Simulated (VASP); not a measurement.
Crystal: Se.

```
Se
1.0
     4.36620    0.00000    0.00000
    -2.18310    3.78124    0.00000
     0.00000    0.00000    4.95360
Se
3
Direct
  0.77460 0.77460 0.00000
  0.00000 0.22540 0.66667
  0.22540 0.00000 0.33333
```

* Program: VASP 6.6.1
* Task: relaxation of cell and atoms
* Functional: PBE
* Dispersion: D4
* Potentials or basis: VASP PAW PBE potentials, release 64 (Se)
* Cutoff: 600 eV
* k mesh: 7 × 7 × 6
* Occupations: fermi-dirac, width 0.05 eV
* Spin: no spin polarisation

At the start: pressure 0.7 GPa; volume 27.26 Å³/atom.

Task: Where does the relaxation end?

Result: Over 14 steps the energy falls by 27.7 meV/atom and the volume is 24.39 Å³/atom (-10.5 %); space group P3_121 (No. 152, to 0.05 Å).

Step by step:
```
step  energy change (eV)  largest force (eV/Å)  pressure (GPa)  volume (Å³)
   1              0.0000                0.4523            0.74        81.78
   2             -0.0131                0.0717           -1.79        83.28
   3             -0.0159                0.0761           -1.06        82.82
   4             -0.0319                0.0795           -0.92        81.30
   5             -0.0683                0.1079           -0.18        76.80
   6             -0.0439                0.2049            3.36        68.08
   7             -0.0774                0.1686            0.77        73.93
   8             -0.0816                0.0795           -0.64        73.75
   9             -0.0827                0.0052           -0.21        73.81
  10             -0.0830                0.0075           -0.11        73.42
  11             -0.0831                0.0087           -0.06        73.23
  12             -0.0831                0.0085           -0.06        73.20
  13             -0.0831                0.0085            0.06        73.16
  14             -0.0831                0.0012            0.01        73.18
```

Final structure:
```xyz
3
Lattice="4.0559 0.0000 0.0000 -2.0280 3.5126 0.0000 0.0000 0.0000 5.1365" Properties=species:S:1:pos:R:3 pbc="T T T"
Se    1.5244    2.6404    0.0000
Se   -0.5036    0.8722    3.4243
Se    1.0071    0.0000    1.7122
```

Caveat: the volume moved by -11 % from the deposited cell, more than functionals usually miss.
